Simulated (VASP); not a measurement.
# Cd3SeS2 (P6_3mc) in VASP: further runs, part 2 of 2

VASP 6.6.1.

### 3 Relaxation of cell and atoms, PBE

The input, INCAR:

```
  PREC = Accurate
  ENCUT = 600
  EDIFF = 1E-6
  ISMEAR = 0
  SIGMA = 0.02
  LREAL = F
  LASPH = T
  NELM = 100
  ALGO = Normal
  ISIF = 3
  LWAVE = F
  LCHARG = F
  GGA = PE
  IBRION = 2
  NSW = 100
  EDIFFG = -0.01
```

The input, KPOINTS:

```
regular mesh
0
Gamma
  6 6 2
```

The input, POSCAR:

```
Cd3SeS2
1.0
    4.2570224000      0.0000000000      0.0000000000
   -2.1285112000      3.6866896000      0.0000000000
    0.0000000000      0.0000000000     20.8231224000
Cd Se S
6 2 4
Direct
    0.6666667000      0.3333333000      0.9997850000
    0.6666667000      0.3333333000      0.3380020000
    0.6666667000      0.3333333000      0.6617890000
    0.3333333000      0.6666667000      0.1617890000
    0.3333333000      0.6666667000      0.4997850000
    0.3333333000      0.6666667000      0.8380020000
    0.6666667000      0.3333333000      0.7907640000
    0.3333333000      0.6666667000      0.2907640000
    0.6666667000      0.3333333000      0.1233560000
    0.6666667000      0.3333333000      0.4613040000
    0.3333333000      0.6666667000      0.6233560000
    0.3333333000      0.6666667000      0.9613040000
```

Potentials or basis: VASP PAW PBE potentials, release 64 (Cd, Se, S).

Launch:

```console
> cat potpaw_PBE.64/Cd/POTCAR potpaw_PBE.64/Se/POTCAR potpaw_PBE.64/S/POTCAR > POTCAR
> mpirun -np 1 vasp_std > vasp.out
```

OUTCAR:

```text
PREC = Accurate
   ENCUT = 600
   EDIFF = 1E-6
   ISMEAR = 0
   LREAL = F
   LASPH = T
   NELM = 100
   ISIF = 3
   GGA = PE
   IBRION = 2
   NSW = 100
   EDIFFG = -0.01

 ion  position               nearest neighbor table
   1  0.667  0.333  1.000-   9 2.57  12 2.59  12 2.59  12 2.59
   2  0.667  0.333  0.338-  10 2.57   8 2.65   8 2.65   8 2.65
   3  0.667  0.333  0.662-  11 2.58  11 2.58  11 2.58   7 2.69
   4  0.333  0.667  0.162-   9 2.58   9 2.58   9 2.58   8 2.69
   5  0.333  0.667  0.500-  11 2.57  10 2.59  10 2.59  10 2.59
   6  0.333  0.667  0.838-  12 2.57   7 2.65   7 2.65   7 2.65
   7  0.667  0.333  0.791-   6 2.65   6 2.65   6 2.65   3 2.69
   8  0.333  0.667  0.291-   2 2.65   2 2.65   2 2.65   4 2.69
   9  0.667  0.333  0.123-   1 2.57   4 2.58   4 2.58   4 2.58
  10  0.667  0.333  0.461-   2 2.57   5 2.59   5 2.59   5 2.59
  11  0.333  0.667  0.623-   5 2.57   3 2.58   3 2.58   3 2.58
  12  0.333  0.667  0.961-   6 2.57   1 2.59   1 2.59   1 2.59

  LATTYP: Found a hexagonal cell.
 ALAT       =     4.2570224000
 C/A-ratio  =     4.8914758823

  Lattice vectors:

 A1 = (   4.2570224000,   0.0000000000,   0.0000000000)
 A2 = (  -2.1285112000,   3.6866896000,   0.0000000000)
 A3 = (   0.0000000000,   0.0000000000,  20.8231224000)

Analysis of symmetry for initial positions (statically):
=====================================================================
 Subroutine PRICEL returns:
 Original cell was already a primitive cell.

 Routine SETGRP: Setting up the symmetry group for a
 hexagonal supercell.

 Subroutine GETGRP returns: Found 12 space group operations
 (whereof  6 operations were pure point group operations)
 out of a pool of 24 trial point group operations.

[... 212 lines left out ...]

  FREE ENERGIE OF THE ION-ELECTRON SYSTEM (eV)
  ---------------------------------------------------
  free  energy   TOTEN  =       -35.5037820843 eV

  energy  without entropy=      -35.5037820843  energy(sigma->0) =      -35.50378208

--------------------------------------- Ionic step        2  -------------------------------------------

 number of electron     107.9999983 magnetization

 Free energy of the ion-electron system (eV)
  ---------------------------------------------------
  ext. energy  EPLUGINS =         0.00000000
  ---------------------------------------------------
  free energy    TOTEN  =       -35.50490762 eV

  energy without entropy =      -35.50490762  energy(sigma->0) =      -35.50490762

 E-fermi :   0.9927     XC(G=0):  -8.7952

 val. band max:        0.8968983752   @ k =   0.0000   0.0000   0.0000
 cond. band min:       1.6111117173   @ k =   0.0000   0.0000   0.0000
 fundamental gap:      0.7142133421
 Fermi energy:         0.9927087038

 k-point     1 :       0.0000    0.0000    0.0000
  band No.  band energies     occupation
      1     -11.3980      2.00000
      2     -11.3172      2.00000
      3     -11.2931      2.00000
      4     -11.1386      2.00000
      5     -11.1034      2.00000
      6     -11.0311      2.00000
[... 927 lines left out ...]
     63       6.7199      0.00000
     64       6.7199      0.00000

------------------------ aborting loop because EDIFF is reached ----------------------------------------

  FORCE on cell =-STRESS in cart. coord.  units (eV):
  Direction    XX          YY          ZZ          XY          YZ          ZX
  --------------------------------------------------------------------------------------
  -------------------------------------------------------------------------------------
  Total       -0.1076297     -0.1076297     -0.1106586      0.0000000      0.0000000      0.0000000
  in kB       -0.5245302     -0.5245302     -0.5392918      0.0000000      0.0000000      0.0000000
  external PRESSURE =      -0.5294507 kB  Pullay stress =       0.0000000 kB

 VOLUME and BASIS-vectors are now :
 -----------------------------------------------------------------------------
  energy-cutoff  :      600.00
  volume of cell :      328.75
      direct lattice vectors                 reciprocal lattice vectors
     4.265328957  0.000000000  0.000000000     0.234448506  0.135358906 -0.000000000
    -2.132664479  3.693883290  0.000000000     0.000000000  0.270717811 -0.000000000
     0.000000000  0.000000000 20.865866265     0.000000000 -0.000000000  0.047925161

 POSITION                                       TOTAL-FORCE (eV/Angst)
 -----------------------------------------------------------------------------------
      2.13266      1.23129     20.86124         0.000000     -0.000000      0.002675
      2.13266      1.23129      7.05273        -0.000000     -0.000000     -0.003342
      2.13266      1.23129     13.80877        -0.000000      0.000000     -0.000458
     -0.00000      2.46259      3.37584         0.000000      0.000000     -0.000458
     -0.00000      2.46259     10.42831        -0.000000     -0.000000      0.002675
     -0.00000      2.46259     17.48566         0.000000     -0.000000     -0.003342
      2.13266      1.23129     16.49973        -0.000000      0.000000      0.002744
     -0.00000      2.46259      6.06680         0.000000     -0.000000      0.002744
      2.13266      1.23129      2.57421         0.000000     -0.000000     -0.000463
      2.13266      1.23129      9.62561         0.000000      0.000000     -0.001156
     -0.00000      2.46259     13.00714        -0.000000      0.000000     -0.000463
     -0.00000      2.46259     20.05855        -0.000000     -0.000000     -0.001156
 -----------------------------------------------------------------------------------
    total drift:                                0.000096     -0.000056      0.001495

  FREE ENERGIE OF THE ION-ELECTRON SYSTEM (eV)
  ---------------------------------------------------
  free  energy   TOTEN  =       -35.5049076185 eV

  energy  without entropy=      -35.5049076185  energy(sigma->0) =      -35.50490762

 reached required accuracy - stopping structural energy minimisation
```

CONTCAR:

```text
Cd3SeS2
   1.00000000000000
     4.2653289572318078    0.0000000000000000    0.0000000000000000
    -2.1326644786159039    3.6938832899151062    0.0000000000000000
     0.0000000000000000    0.0000000000000000   20.8658662654107658
  Cd              Se              S
     6     2     4
Direct
     0.6666667000000004    0.3333332999999996    0.9997785051861875
     0.6666667000000004    0.3333332999999996    0.3380032071966858
     0.6666667000000004    0.3333332999999996    0.6617875623979426
     0.3333332999999996    0.6666667000000004    0.1617875623979426
     0.3333332999999996    0.6666667000000004    0.4997785051861875
     0.3333332999999996    0.6666667000000004    0.8380032071966858
     0.6666667000000004    0.3333332999999996    0.7907522785437792
     0.3333332999999996    0.6666667000000004    0.2907522785437792
     0.6666667000000004    0.3333332999999996    0.1233693747446659
     0.6666667000000004    0.3333332999999996    0.4613090719307462
     0.3333332999999996    0.6666667000000004    0.6233693747446659
     0.3333332999999996    0.6666667000000004    0.9613090719307462

  0.00000000E+00  0.00000000E+00  0.00000000E+00
  0.00000000E+00  0.00000000E+00  0.00000000E+00
  0.00000000E+00  0.00000000E+00  0.00000000E+00
  0.00000000E+00  0.00000000E+00  0.00000000E+00
  0.00000000E+00  0.00000000E+00  0.00000000E+00
  0.00000000E+00  0.00000000E+00  0.00000000E+00
  0.00000000E+00  0.00000000E+00  0.00000000E+00
  0.00000000E+00  0.00000000E+00  0.00000000E+00
  0.00000000E+00  0.00000000E+00  0.00000000E+00
  0.00000000E+00  0.00000000E+00  0.00000000E+00
  0.00000000E+00  0.00000000E+00  0.00000000E+00
  0.00000000E+00  0.00000000E+00  0.00000000E+00
```

Wall time 21 min (1 thread of Oxide Virtual Turin-like, shared host); peak memory 0.66 GiB.

What came out:

```
Free energy                           : -35.5049 eV
Relaxed volume                        : 27.40 Å³/atom
Relaxed cell                          : a = 4.265 Å, b = 4.265 Å, c = 20.866 Å, α = 90.00°, β = 90.00°, γ = 120.00°
Space group after relaxing (to 0.1 Å) : P6_3mc (No. 186)
Energy gained by relaxing             : 0.1 meV/atom
Ionic steps                           : 2
Pressure after relaxing               : -0.1 GPa
Largest force after relaxing          : 0.003 eV/Å
Band gap on the k mesh                : 0.71 eV
```

Forces in eV/Å, atoms in the order of the input:
```
Cd   0.000  0.000  0.003
Cd   0.000  0.000 -0.003
Cd   0.000  0.000  0.000
Cd   0.000  0.000  0.000
Cd   0.000  0.000  0.003
Cd   0.000  0.000 -0.003
Se   0.000  0.000  0.003
Se   0.000  0.000  0.003
S    0.000  0.000  0.000
S    0.000  0.000 -0.001
S    0.000  0.000  0.000
S    0.000  0.000 -0.001
```

Step by step:
```
step  energy change (eV)  largest force (eV/Å)  pressure (GPa)  volume (Å³)
   1              0.0000                0.0058            0.24       326.80
   2             -0.0011                0.0033           -0.05       328.75
```

Final structure:
```
CELL_PARAMETERS angstrom
4.26533 0.00000 0.00000
-2.13266 3.69388 0.00000
0.00000 0.00000 20.86587
ATOMIC_POSITIONS crystal
Cd 0.66667 0.33333 0.99978
Cd 0.66667 0.33333 0.33800
Cd 0.66667 0.33333 0.66179
Cd 0.33333 0.66667 0.16179
Cd 0.33333 0.66667 0.49978
Cd 0.33333 0.66667 0.83800
Se 0.66667 0.33333 0.79075
Se 0.33333 0.66667 0.29075
S 0.66667 0.33333 0.12337
S 0.66667 0.33333 0.46131
S 0.33333 0.66667 0.62337
S 0.33333 0.66667 0.96131
```

Levels at points of the mesh, in eV from the valence-band top:
```csv
k point,band 50,band 51,band 52,band 53,band 54,band 55,band 56,band 57,band 58,band 59
"(0.00, 0.00, 0.00)",-0.24,-0.05,-0.05,0.00,0.00,0.71,1.93,1.99,2.32,2.44
"(0.50, 0.00, 0.00)",-1.30,-1.26,-1.07,-0.88,-0.75,2.84,2.87,3.23,3.40,3.49
"(0.00, 0.00, 0.50)",-0.59,-0.02,-0.02,-0.02,-0.02,1.26,1.26,2.27,2.27,2.56
"(0.50, 0.00, 0.50)",-1.41,-1.21,-1.21,-0.81,-0.81,3.03,3.03,3.08,3.08,3.53
```
